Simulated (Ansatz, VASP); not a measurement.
## TaN in VASP and in Ansatz

```
Ta N
1.0
     5.18500    0.00000    0.00000
    -2.59250    4.49034    0.00000
     0.00000    0.00000    2.90800
Ta N
3 3
Direct
  0.00000 0.00000 0.00000
  0.33333 0.66667 0.50000
  0.66667 0.33333 0.50000
  0.50000 0.00000 0.00000
  0.50000 0.50000 0.00000
  0.00000 0.50000 0.00000
```

Alike in both runs: task single point; functional PBE; k mesh 6 × 6 × 9; occupations fermi-dirac, width 0.05 eV; no spin polarisation.

|  | VASP | Ansatz |
| --- | --- | --- |
| version | VASP 6.6.1 | Ansatz 0.2.0 |
| potentials or method | VASP PAW PBE potentials, release 64 (Ta_sv_GW, N) | Ansatz PAW |
| plane-wave cutoff (eV) | 600 | 420 |
| valence electrons in the cell | 54 | 54 |

|  | VASP | Ansatz | Ansatz less VASP |
| --- | --- | --- | --- |
| gap on the k mesh at the Fermi level (eV) | none | none | - |
| pressure (GPa) | 10.4 | 10.3 | -0.08 |
| traceless stress, the component that is largest in VASP (GPa) | 1.57 | 1.43 | -0.139 |

A gap of «none» marks a metal or a gap that the smearing closes.

Neither program's run includes spin-orbit coupling.
